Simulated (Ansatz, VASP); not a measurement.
**One calculation of CoSi2, two programs**

Contents of INCAR:

```
SYSTEM = CoSi2
  ALGO = Normal
  EDIFF = 1E-7
  EDIFFG = -0.01
  ENCUT = 600
  GGA = PS
  GGA_COMPAT = .FALSE.
  IBRION = 2
  ISIF = 3
  ISMEAR = 0
  LASPH = .TRUE.
  LCHARG = .FALSE.
  LREAL = .FALSE.
  LWAVE = .FALSE.
  NELM = 120
  NELMIN = 4
  NSW = 80
  PREC = Accurate
  SIGMA = 0.1
```

File KPOINTS:

```
k-points
0
G
  10 10 10
  0 0 0
```

The input POSCAR:

```
CoSi2
1.0
   -2.7138807266      2.7138807266      2.4049646435
    2.7138807266     -2.7138807266      2.4049646435
    2.7138807266      2.7138807266     -2.4049646435
Co Si
2 4
Direct
    0.2500000000      0.2500000000      0.0000000000
    0.7500000000      0.7500000000      0.0000000000
    0.6576006321      0.1576006321      0.8152012642
    0.1576006321      0.3423993679      0.5000000000
    0.3423993679      0.8423993679      0.1847987358
    0.8423993679      0.6576006321      0.5000000000
```

Input for Ansatz:

```yaml
crystal:
  lattice:
    - [-2.7138807266, 2.7138807266, 2.4049646435]
    - [2.7138807266, -2.7138807266, 2.4049646435]
    - [2.7138807266, 2.7138807266, -2.4049646435]
  atoms:
    - { symbol: Co, position: [0.25, 0.25, 0.0] }
    - { symbol: Co, position: [0.75, 0.75, 0.0] }
    - { symbol: Si, position: [0.6576006321, 0.1576006321, 0.8152012642] }
    - { symbol: Si, position: [0.1576006321, 0.3423993679, 0.5] }
    - { symbol: Si, position: [0.3423993679, 0.8423993679, 0.1847987358] }
    - { symbol: Si, position: [0.8423993679, 0.6576006321, 0.5] }
basis:
  ecutwfc: 420
kpoints:
  mp_grid: { grid: [10, 10, 10] }
hamiltonian:
  xc: pbesol
scf:
  occupations: { method: gaussian, width: 0.1 }
output:
  forces: true
  stress: true
  eigenvalues: true
relax:
  adjacent_minimum: "off"
  f_tol: 0.01
  max_steps: 60
  cell: { stress_tol: 0.1 }
```

Alike in both runs: task relaxation of cell and atoms; functional PBEsol; k mesh 10 × 10 × 10; occupations gaussian, width 0.1 eV; no spin polarisation.

|  | VASP | Ansatz |
| --- | --- | --- |
| version | VASP 6.6.1 | Ansatz 0.2.0 |
| potentials or method | VASP PAW PBE potentials, release 64 (Co, Si), cutoff 600 eV | scalar-relativistic, plane waves, PAW |
| valence electrons in the cell | 34 | 50 |

|  | VASP | Ansatz | Ansatz less VASP |
| --- | --- | --- | --- |
| gap on the k mesh at the Fermi level, each at its own relaxed structure (eV) | none | none | - |
| relaxed volume (Å³/atom) | 11.82 | 11.82 | 0.000 |
| relaxed length of the cell vector where the two differ most in proportion (Å) | 4.531 | 4.531 | -0.0003 |

VASP's potentials were made for PBE, not for PBEsol. A gap of «none» marks a metal or a gap that the smearing closes. VASP's potentials hold 34 valence electrons a cell and Ansatz's 50, so a difference there can come from the potentials and not from the codes.
